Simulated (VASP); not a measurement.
# BN (k07) (P6_3mc) in VASP: further runs, part 2 of 3

VASP 6.6.1. Earlier steps stand in the parts before.

## 3. Relaxation of cell and atoms, PBE+D3(BJ), target pressure 12.5 GPa, at which the enthalpy is minimised

This run uses another cell than the first one, of 5.85 Å³/atom, 1.026 times its volume.

Input file INCAR:

```
SYSTEM = BN
PREC = Accurate
ENCUT = 600
EDIFF = 1E-6
ISMEAR = 0
SIGMA = 0.02
LREAL = .FALSE.
LASPH = .TRUE.
NELM = 100
ALGO = Normal
ISIF = 3
LWAVE = .FALSE.
LCHARG = .FALSE.
GGA = PE
IVDW = 12
IBRION = 2
NSW = 100
EDIFFG = -0.002
PSTRESS = 125.0
```

Input file KPOINTS:

```
Automatic mesh
0
G
  15 15 8
  0 0 0
```

Input file POSCAR:

```
BN
1.0
    2.5360000000      0.0000000000      0.0000000000
   -1.2680000000      2.1962404240      0.0000000000
    0.0000000000      0.0000000000      4.1990000000
B N
2 2
Direct
    0.6666666667      0.3333333333      0.0000000000
    0.3333333333      0.6666666667      0.5000000000
    0.6666666667      0.3333333333      0.3750000000
    0.3333333333      0.6666666667      0.8750000000
```

Potentials or basis: VASP PAW PBE potentials, release 64 (B, N).

Command:

```sh
cat potpaw_PBE.64/B/POTCAR potpaw_PBE.64/N/POTCAR > POTCAR
mpirun -np 1 vasp_std > vasp.out
```

OUTCAR:

```text
SYSTEM = BN
   PREC = Accurate
   ENCUT = 600
   EDIFF = 1E-6
   ISMEAR = 0
   LREAL = .FALSE.
   LASPH = .TRUE.
   NELM = 100
   ISIF = 3
   GGA = PE
   IVDW = 12
   IBRION = 2
   NSW = 100
   EDIFFG = -0.002
   PSTRESS = 125.0
 IVDW          = 12

 ion  position               nearest neighbor table
   1  0.667  0.333  0.000-   4 1.56   4 1.56   4 1.56   3 1.57
   2  0.333  0.667  0.500-   3 1.56   3 1.56   3 1.56   4 1.57
   3  0.667  0.333  0.375-   2 1.56   2 1.56   2 1.56   1 1.57
   4  0.333  0.667  0.875-   1 1.56   1 1.56   1 1.56   2 1.57

  LATTYP: Found a hexagonal cell.
 ALAT       =     2.5360000000
 C/A-ratio  =     1.6557570978

  Lattice vectors:

 A1 = (   2.5360000000,   0.0000000000,   0.0000000000)
 A2 = (  -1.2680000000,   2.1962404240,   0.0000000000)
 A3 = (   0.0000000000,   0.0000000000,   4.1990000000)

Analysis of symmetry for initial positions (statically):
=====================================================================
 Subroutine PRICEL returns:
 Original cell was already a primitive cell.

 Routine SETGRP: Setting up the symmetry group for a
 hexagonal supercell.

 Subroutine GETGRP returns: Found 12 space group operations
 (whereof  6 operations were pure point group operations)
 out of a pool of 24 trial point group operations.

The static configuration has the point symmetry C_3v.
 The point group associated with its full space group is C_6v.

Analysis of symmetry for dynamics (positions and initial velocities):
=====================================================================
 Subroutine PRICEL returns:
 Original cell was already a primitive cell.

 Routine SETGRP: Setting up the symmetry group for a
 hexagonal supercell.

 Subroutine GETGRP returns: Found 12 space group operations
 (whereof  6 operations were pure point group operations)
 out of a pool of 24 trial point group operations.

The dynamic configuration has the point symmetry C_3v.
 The point group associated with its full space group is C_6v.

 Subroutine INISYM returns: Found 12 space group operations
 (whereof  6 operations are pure point group operations),
 and found     1 'primitive' translations

----------------------------------------------------------------------------------------

[... 112 lines left out ...]
   EFERMI_NEDOS =   21; number of points for ismear=-14 and -15
   IALGO  =     38    algorithm
   IMIX   =      4    mixing-type and parameters
     AMIX     =   0.40;   BMIX     =  1.00
     AMIX_MAG =   1.60;   BMIX_MAG =  1.00
  volume/ion in A,a.u.               =       5.85        39.46
  Fermi-wavevector in a.u.,A,eV,Ry     =   1.442524  2.725976 28.312044  2.080877
  Thomas-Fermi vector in A             =   2.561035
   LORBIT       =      0    0 simple, 1 ext, 2 COOP (PROOUT), +10 PAW based schemes
   GGA     = PE    functional components
   LHFCALC =     F    Hartree Fock is set to
   AEXX    =    0.0000 exact exchange contribution
   IVDW    =    12    specifies the selected vdW correction
   LEPSILON=     F    determine dielectric tensor
   LRPA    =     F    only Hartree local field effects (RPA)
 conjugate gradient relaxation of ions
 non-spin polarized calculation
 Gauss-broadening in eV      SIGMA  =   0.02
  energy-cutoff  :      600.00
  volume of cell :       23.39
 maximum number of plane-waves:       801
   NGX = 11   NGY = 11   NGZ = 17

--------------------------------------- Ionic step        1  -------------------------------------------

 number of electron      16.0000003 magnetization

 Free energy of the ion-electron system (eV)
  ---------------------------------------------------
  ext. energy  EPLUGINS =         0.00000000
  ---------------------------------------------------
  free energy    TOTEN  =       -34.82632971 eV

  energy without entropy =      -34.82632971  energy(sigma->0) =      -34.82632971

------------------------ aborting loop because EDIFF is reached ----------------------------------------

 Edisp (eV)   -0.84533

 E8    (eV) :    -0.2499
[... 211 lines left out ...]
--------------------------------------- Ionic step        6  -------------------------------------------

 number of electron      16.0000002 magnetization

 Free energy of the ion-electron system (eV)
  ---------------------------------------------------
  ext. energy  EPLUGINS =         0.00000000
  ---------------------------------------------------
  free energy    TOTEN  =       -34.77833992 eV

  energy without entropy =      -34.77833992  energy(sigma->0) =      -34.77833992

 E-fermi :   8.1438     XC(G=0): -12.9892

 val. band max:        8.0186841711   @ k =   0.0000   0.0000   0.0000
 cond. band min:      13.1296224557   @ k =   0.3333   0.3333   0.0000
 fundamental gap:      5.1109382846
 Fermi energy:         8.1438041374

 k-point     1 :       0.0000    0.0000    0.0000
  band No.  band energies     occupation
      1     -12.8136      2.00000
      2      -8.4917      2.00000
      3      -3.2562      2.00000
      4       5.8128      2.00000
      5       5.8128      2.00000
      6       7.7163      2.00000
      7       8.0187      2.00000
      8       8.0187      2.00000
      9      16.5308      0.00000
     10      16.5308      0.00000
     11      16.8330      0.00000
     12      17.9901      0.00000
[... 331 lines left out ...]
 k-point    24 :       0.4000    0.2000    0.0000
  band No.  band energies     occupation
      1      -8.0487      2.00000
      2      -7.0436      2.00000
      3      -1.4612      2.00000
      4       0.4846      2.00000
      5       0.9265      2.00000
      6       1.4490      2.00000
      7       3.1004      2.00000
      8       3.8225      2.00000
      9      13.9566      0.00000
     10      18.5606      0.00000
     11      20.5143      0.00000
     12      22.0130      0.00000

 [... further k-points ...]

------------------------ aborting loop because EDIFF is reached ----------------------------------------

 Edisp (eV)   -0.86714

 E8    (eV) :    -0.2563
[... 31 lines left out ...]
  energy  without entropy=      -35.6454845728  energy(sigma->0) =      -35.64548457

  enthalpy is  TOTEN    =       -33.8665099507 eV   P V=        1.7789746221

 reached required accuracy - stopping structural energy minimisation
```

OSZICAR:

```text
N       E                     dE             d eps       ncg     rms          rms(c)
DAV:   1     0.589858405930E+02    0.58986E+02   -0.95086E+03  3248   0.146E+03
DAV:   2    -0.339419609852E+02   -0.92928E+02   -0.85996E+02  4620   0.308E+02
DAV:   3    -0.367883689447E+02   -0.28464E+01   -0.28344E+01  4312   0.535E+01
DAV:   4    -0.368049014603E+02   -0.16533E-01   -0.16520E-01  4108   0.421E+00
[... 38 lines left out ...]
   5 F= -.33866492E+02 E0= -.33866492E+02  d E =0.466504E-05
       N       E                     dE             d eps       ncg     rms          rms(c)
DAV:   1    -0.347783438035E+02    0.11212E-02   -0.12770E-03  3704   0.352E-01    0.164E-02
DAV:   2    -0.347783406571E+02    0.31464E-05   -0.25525E-05  4084   0.535E-02    0.825E-03
DAV:   3    -0.347783399210E+02    0.73606E-06   -0.29065E-06  3236   0.163E-02
   6 F= -.33866510E+02 E0= -.33866510E+02  d E =-.132267E-04
```

CONTCAR:

```text
BN
   1.00000000000000
     2.5154988717741191    0.0000000000000000    0.0000000000000000
    -1.2577494358870596    2.1784859261501834   -0.0000000000000000
    -0.0000000000000000   -0.0000000000000000    4.1609398397402328
  B               N
     2     2
Direct
     0.6666666667000030    0.3333333332999970    0.0003679402198871
     0.3333333332999970    0.6666666667000030    0.5003679402198871
     0.6666666667000030    0.3333333332999970    0.3746320597801129
     0.3333333332999970    0.6666666667000030    0.8746320597801129

  0.00000000E+00  0.00000000E+00  0.00000000E+00
  0.00000000E+00  0.00000000E+00  0.00000000E+00
  0.00000000E+00  0.00000000E+00  0.00000000E+00
  0.00000000E+00  0.00000000E+00  0.00000000E+00
```

It took 51 s on 1 thread of Intel Xeon 6975P-C (Granite Rapids), shared host; peak memory 0.18 GiB.

What came out:

* Free energy: -35.6455 eV
* Relaxed volume: 5.70 Å³/atom
* Relaxed cell: a = 2.515 Å, b = 2.515 Å, c = 4.161 Å, α = 90.00°, β = 90.00°, γ = 120.00°
* Space group after relaxing (to 0.05 Å): P6_3mc (No. 186)
* Energy change on relaxing (the enthalpy is what falls): +6.5 meV/atom
* Ionic steps: 6
* Pressure after relaxing: 12.5 GPa
* Band gap on the k mesh: 5.11 eV, indirect (least direct gap 8.46 eV)
* Dispersion energy per atom: -0.217 eV

The path:
| step | energy change (eV) | largest force (eV/Å) | pressure (GPa) | volume (Å³) |
| --- | --- | --- | --- | --- |
| 1 | 0.0000 | 0.0564 | 2.17 | 23.39 |
| 2 | 0.1059 | 0.0480 | 25.94 | 22.13 |
| 3 | 0.0260 | 0.0155 | 12.46 | 22.80 |
| 4 | 0.0269 | 0.0146 | 12.68 | 22.79 |
| 5 | 0.0254 | 0.0182 | 12.33 | 22.81 |
| 6 | 0.0262 | 0.0007 | 12.51 | 22.80 |

Final structure:
```
B N
1.0
     2.51550    0.00000    0.00000
    -1.25775    2.17849    0.00000
     0.00000    0.00000    4.16094
B N
2 2
Direct
  0.66667 0.33333 0.00037
  0.33333 0.66667 0.50037
  0.66667 0.33333 0.37463
  0.33333 0.66667 0.87463
```

Caveat: the cell is relaxed towards a set pressure, so the enthalpy falls and the energy may rise. A k mesh can miss the band edges.

[end of part 2 of 3]
